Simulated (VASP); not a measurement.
# CdS (Hawleyite) in VASP: notebook

Runs on CdS (Hawleyite). Level: PBE. Tasks: single point, relaxation of the atoms.

Everything below comes from runs of VASP 6.6.1. Logs are shortened: lines on timing, memory, paths and dates and some standing lists are left out, and cuts for length are marked.

## (1) The cell of the first run

The structure is tetragonal, space group I-4m2 (No. 119). The conventional cell has a = 4.125 Å, b = 4.125 Å, c = 5.891 Å, α = 90.00°, β = 90.00°, γ = 90.00°. Within 3.3 Å of Cd (site symmetry -4m2) lie 4 S at 2.53 Å. Within 3.3 Å of S (site symmetry -4m2) lie 4 Cd at 2.53 Å.

## (2) Single point, PBE (z stretched by +1 %, then relaxed in part)

INCAR

```
  PREC = Accurate
  ENCUT = 520
  EDIFF = 1E-6
  ISMEAR = -1
  SIGMA = 0.02
  LREAL = False
  LASPH = True
  NELM = 100
  ALGO = Normal
  ISIF = 2
  LWAVE = False
  LCHARG = False
  GGA = PE
  NBANDS = 16
```

KPOINTS

```
Automatic mesh
0
Gamma
  13 13 13
```

POSCAR

```
CdS
1.0
    0.0000000000      2.9165000000      2.9456650000
    2.9165000000      0.0000000000      2.9456650000
    2.9165000000      2.9165000000      0.0000000000
Cd S
1 1
Direct
    0.0000000000      0.0000000000      0.0000000000
    0.2500000000      0.2500000000      0.2500000000
```

Potentials or basis: VASP PAW PBE potentials, release 64 (Cd, S).

Launch:

```bash
> cat potpaw_PBE.64/Cd/POTCAR potpaw_PBE.64/S/POTCAR > POTCAR
> mpirun -np 1 vasp_std > vasp.out
```

OUTCAR:

```text
PREC = Accurate
   ENCUT = 520
   EDIFF = 1E-6
   ISMEAR = -1
   LREAL = False
   LASPH = True
   NELM = 100
   ISIF = 2
   GGA = PE

 ion  position               nearest neighbor table
   1  0.000  0.000  0.000-   2 2.53   2 2.53   2 2.53   2 2.53
   2  0.250  0.250  0.250-   1 2.53   1 2.53   1 2.53   1 2.53

  LATTYP: Found a body centered tetragonal cell.
 ALAT       =     4.1245538547
 C/A-ratio  =     1.4283556980

  Lattice vectors:

 A1 = (  -2.9165000000,   0.0000000000,   2.9456650000)
 A2 = (   2.9165000000,   0.0000000000,   2.9456650000)
 A3 = (   0.0000000000,   2.9165000000,  -2.9456650000)

Analysis of symmetry for initial positions (statically):
=====================================================================
 Subroutine PRICEL returns:
 Original cell was already a primitive cell.

 Routine SETGRP: Setting up the symmetry group for a
 body centered tetragonal supercell.

 Subroutine GETGRP returns: Found  8 space group operations
 (whereof  8 operations were pure point group operations)
 out of a pool of 16 trial point group operations.

The static configuration has the point symmetry D_2d.

Analysis of symmetry for dynamics (positions and initial velocities):
=====================================================================
 Subroutine PRICEL returns:
 Original cell was already a primitive cell.

 Routine SETGRP: Setting up the symmetry group for a
 body centered tetragonal supercell.

 Subroutine GETGRP returns: Found  8 space group operations
 (whereof  8 operations were pure point group operations)
 out of a pool of 16 trial point group operations.

The dynamic configuration has the point symmetry D_2d.

 Subroutine INISYM returns: Found  8 space group operations
 (whereof  8 operations are pure point group operations),
 and found     1 'primitive' translations

----------------------------------------------------------------------------------------

                                     Primitive cell

  volume of cell :      50.1115

  direct lattice vectors                    reciprocal lattice vectors
     0.000000000  2.916500000  2.945665000    -0.171438368  0.171438368  0.169740958
     2.916500000  0.000000000  2.945665000     0.171438368 -0.171438368  0.169740958
     2.916500000  2.916500000  0.000000000     0.171438368  0.171438368 -0.169740958

  length of vectors
     4.145227924  4.145227924  4.124553855     0.295963209  0.295963209  0.295963209

  position of ions in fractional coordinates (direct lattice)
[... 72 lines left out ...]
   ICHARG =      2    charge: 1-file 2-atom 10-const
   ISPIN  =      1    spin polarized calculation?
   LNONCOLLINEAR =      F non collinear calculations
   LSORBIT =      F    spin-orbit coupling
   LASPH  =      T    aspherical Exc in radial PAW
   ENCUT  =  520.0 eV  38.22 Ry    6.18 a.u.   7.71  7.71  7.67*2*pi/ulx,y,z
   NELM   =    100;   NELMIN=  2; NELMDL= -5     # of ELM steps
   EDIFF  = 0.1E-05   stopping-criterion for ELM
   LREAL  =      F    real-space projection
   EDIFFG = 0.1E-04   stopping-criterion for IOM
   NSW    =      0    number of steps for IOM
   IBRION =     -1    ionic relax: 0-MD 1-quasi-New 2-CG
   NFREE  =      0    steps in history (QN), initial steepest desc. (CG)
   ISIF   =      2    stress and relaxation
   ISYM   =      2    0-nonsym 1-usesym 2-fastsym
   POTIM  = 0.5000    time-step for ionic-motion
   TEBEG  =    0.0;   TEEND  =   0.0 temperature during run
   PSTRESS=    0.0 pullay stress
   NELECT =      18.0000    total number of electrons
   NUPDOWN=      -1.0000    fix difference up-down
   EMIN   =  10.00;   EMAX   =-10.00  energy-range for DOS
   EFERMI =   0.00;   METHOD = LEGACY
   ISMEAR =    -1;   SIGMA  =   0.02  broadening in eV -4-tet -1-fermi 0-gaus
   EFERMI_NEDOS =   21; number of points for ismear=-14 and -15
   IALGO  =     38    algorithm
   IMIX   =      4    mixing-type and parameters
     AMIX     =   0.40;   BMIX     =  1.00
     AMIX_MAG =   1.60;   BMIX_MAG =  1.00
  volume/ion in A,a.u.               =      25.06       169.08
  Fermi-wavevector in a.u.,A,eV,Ry     =   1.163733  2.199136 18.426013  1.354274
  Thomas-Fermi vector in A             =   2.300279
   LORBIT       =      0    0 simple, 1 ext, 2 COOP (PROOUT), +10 PAW based schemes
   GGA     = PE    functional components
   LHFCALC =     F    Hartree Fock is set to
   AEXX    =    0.0000 exact exchange contribution
   IVDW    =     0    specifies the selected vdW correction
   LEPSILON=     F    determine dielectric tensor
   LRPA    =     F    only Hartree local field effects (RPA)
 non-spin polarized calculation
  energy-cutoff  :      520.00
  volume of cell :       50.11
 maximum number of plane-waves:      1375
   NGX = 15   NGY = 15   NGZ = 15

 number of electron      18.0000005 magnetization

 Free energy of the ion-electron system (eV)
  ---------------------------------------------------
  ext. energy  EPLUGINS =         0.00000000
  ---------------------------------------------------
  free energy    TOTEN  =        -6.13038905 eV

  energy without entropy =       -6.13038905  energy(sigma->0) =       -6.13038905

 E-fermi :   1.5910     XC(G=0):  -9.1034

 val. band max:        1.2387512780   @ k =   0.0000   0.0000   0.0000
 cond. band min:       2.3566747671   @ k =   0.0000   0.0000   0.0000
 fundamental gap:      1.1179234891
 Fermi energy:         1.5910499686

 k-point     1 :       0.0000    0.0000    0.0000
  band No.  band energies     occupation
      1     -11.0800      2.00000
      2      -6.4670      2.00000
      3      -6.4609      2.00000
      4      -6.4609      2.00000
      5      -5.9986      2.00000
      6      -5.9948      2.00000
[... 433 lines left out ...]
      3      -6.2954      2.00000
      4      -6.0314      2.00000
      5      -5.9533      2.00000
      6      -5.6966      2.00000
[... 8 lines left out ...]
     15      13.8280      0.00000
     16      13.8335      0.00000

 [... further k-points ...]
[... 5 lines left out ...]
  --------------------------------------------------------------------------------------
  -------------------------------------------------------------------------------------
  Total        0.8140706      0.8140706      0.7600452      0.0000000      0.0000000     -0.0000000
  in kB       26.0276723     26.0276723     24.3003604      0.0000000      0.0000000     -0.0000000
  external PRESSURE =      25.4519017 kB  Pullay stress =       0.0000000 kB

 VOLUME and BASIS-vectors are now :
 -----------------------------------------------------------------------------
  energy-cutoff  :      520.00
  volume of cell :       50.11
      direct lattice vectors                 reciprocal lattice vectors
     0.000000000  2.916500000  2.945665000    -0.171438368  0.171438368  0.169740958
     2.916500000  0.000000000  2.945665000     0.171438368 -0.171438368  0.169740958
     2.916500000  2.916500000  0.000000000     0.171438368  0.171438368 -0.169740958

 POSITION                                       TOTAL-FORCE (eV/Angst)
 -----------------------------------------------------------------------------------
      0.00000      0.00000      0.00000        -0.000000     -0.000000      0.000000
      1.45825      1.45825      1.47283         0.000000      0.000000     -0.000000
 -----------------------------------------------------------------------------------
    total drift:                               -0.000000     -0.000000     -0.000000

  FREE ENERGIE OF THE ION-ELECTRON SYSTEM (eV)
  ---------------------------------------------------
  free  energy   TOTEN  =        -6.1303890459 eV

  energy  without entropy=       -6.1303890459  energy(sigma->0) =       -6.13038905
```

OSZICAR:

```text
N       E                     dE             d eps       ncg     rms          rms(c)
DAV:   1     0.109098489250E+03    0.10910E+03   -0.90906E+03  6424   0.103E+03
DAV:   2    -0.245838508367E+01   -0.11156E+03   -0.10540E+03  7656   0.254E+02
DAV:   3    -0.664978843174E+01   -0.41914E+01   -0.41839E+01  7840   0.514E+01
DAV:   4    -0.667554933964E+01   -0.25761E-01   -0.25759E-01  7920   0.394E+00
DAV:   5    -0.667589783528E+01   -0.34850E-03   -0.34849E-03  7880   0.434E-01    0.795E+00
DAV:   6    -0.614895310275E+01    0.52694E+00   -0.84063E-01  9624   0.115E+01    0.640E+00
DAV:   7    -0.612997887339E+01    0.18974E-01   -0.19526E-01  8200   0.302E+00    0.313E+00
DAV:   8    -0.613025937453E+01   -0.28050E-03   -0.17696E-02  7624   0.168E+00    0.301E-01
DAV:   9    -0.613018688822E+01    0.72486E-04   -0.20386E-03  7824   0.664E-01    0.583E-02
DAV:  10    -0.613031291578E+01   -0.12603E-03   -0.24274E-04  8128   0.156E-01    0.672E-02
DAV:  11    -0.613039610113E+01   -0.83185E-04   -0.13325E-04  7656   0.909E-02    0.232E-02
DAV:  12    -0.613038809241E+01    0.80087E-05   -0.24656E-05  8464   0.639E-02    0.101E-02
DAV:  13    -0.613038937717E+01   -0.12848E-05   -0.41213E-06  7528   0.120E-02    0.110E-02
DAV:  14    -0.613038904591E+01    0.33127E-06   -0.30603E-07  6352   0.334E-03
   1 F= -.61303890E+01 E0= -.61303890E+01  d E =-.291655E-10
```

Wall time 2.9 min (1 thread of Intel Xeon 6975P-C, shared host); peak memory 0.29 GiB.

Results:

- Free energy: -6.1304 eV
- Pressure: 2.5 GPa
- Band gap on the k mesh: 1.12 eV, direct

Caveat: the cell differs from its parent crystal (z stretched by +1 %, then relaxed in part). A k mesh can miss the band edges.

## (3) Single point, PBE (z stretched by +2 %, then relaxed in part)

INCAR

```
SYSTEM = CdS
  ALGO = Normal
  EDIFF = 1E-6
  ENCUT = 520
  GGA = PE
  ISIF = 2
  ISMEAR = -1
  LASPH = .True.
  LCHARG = .True.
  LELF = .True.
  LREAL = .False.
  LVHAR = .True.
  LWAVE = .False.
  NBANDS = 16
  NELM = 80
  PREC = Accurate
  SIGMA = 0.02
```

KPOINTS

```
k-points
0
Gamma
  13 13 13
  0 0 0
```

POSCAR

```
CdS
1.0
    0.0000000000      2.9165000000      2.9748300000
    2.9165000000      0.0000000000      2.9748300000
    2.9165000000      2.9165000000      0.0000000000
Cd S
1 1
Direct
    0.0000000000      0.0000000000      0.0000000000
    0.2500000000      0.2500000000      0.2500000000
```

Potentials or basis: VASP PAW PBE potentials, release 64 (Cd, S).

Launch:

```bash
> cat potpaw_PBE.64/Cd/POTCAR potpaw_PBE.64/S/POTCAR > POTCAR
> mpirun -np 1 vasp_std > vasp.out
```

It took 3 min on 1 thread of Intel Xeon 6975P-C, shared host; peak memory 0.29 GiB.

Results (log left out):

```
Free energy            : -6.1368 eV
Pressure               : 1.9 GPa
Band gap on the k mesh : 1.09 eV, direct
```

Stress tensor (GPa, compression positive):
```
2.03 0.00 0.00
0.00 2.03 0.00
0.00 0.00 1.67
```

Levels at points of the mesh, in eV from the valence-band top:
```tsv
k point	band 6	band 7	band 8	band 9	band 10	band 11	band 12	band 13
(0.00, 0.00, 0.00)	-7.22	-0.06	0.00	0.00	1.09	6.53	6.53	6.53
```

Caveat: the cell differs from its parent crystal (z stretched by +2 %, then relaxed in part). A k mesh can miss the band edges.

## (4) Single point, PBE (z stretched by +3 %, then relaxed in part)

INCAR

```
PREC = Accurate ; ENCUT = 520
EDIFF = 1E-6 ; ISMEAR = -1
SIGMA = 0.02 ; LREAL = F
LASPH = T ; NELM = 80
ALGO = Normal ; ISIF = 2
LWAVE = F ; LCHARG = F
GGA = PE ; NBANDS = 16
```

KPOINTS

```
Automatic mesh
0
Gamma
  13 13 13
```

POSCAR

```
CdS
1.0
    0.0000000000      2.9165000000      3.0039950000
    2.9165000000      0.0000000000      3.0039950000
    2.9165000000      2.9165000000      0.0000000000
Cd S
1 1
Direct
    0.0000000000      0.0000000000      0.0000000000
    0.2500000000      0.2500000000      0.2500000000
```

Launch:

```bash
> cat potpaw_PBE.64/Cd/POTCAR potpaw_PBE.64/S/POTCAR > POTCAR
> mpirun -np 1 vasp_std > vasp.out
```

Run time: 3 min. Hardware: 1 thread of Intel Xeon 6975P-C, shared host; peak memory 0.29 GiB.

The run converged. Its results:

| Item | Value |
| --- | --- |
| Free energy | -6.1409 eV |
| Pressure | 1.3 GPa |
| Band gap on the k mesh | 1.05 eV, direct |

Stress tensor (GPa, compression positive):
```
1.50 0.00 0.00
0.00 1.50 0.00
0.00 0.00 0.92
```

Levels at points of the mesh, in eV from the valence-band top:
| k point | band 5 | band 6 | band 7 | band 8 | band 9 | band 10 | band 11 | band 12 | band 13 | band 14 |
| --- | --- | --- | --- | --- | --- | --- | --- | --- | --- | --- |
| (0.00, 0.00, 0.00) | -7.22 | -7.21 | -0.09 | 0.00 | 0.00 | 1.05 | 6.53 | 6.53 | 6.53 | 11.11 |

Caveat: the cell differs from its parent crystal (z stretched by +3 %, then relaxed in part). A k mesh can miss the band edges.

(Continued in part 2 of 2.)
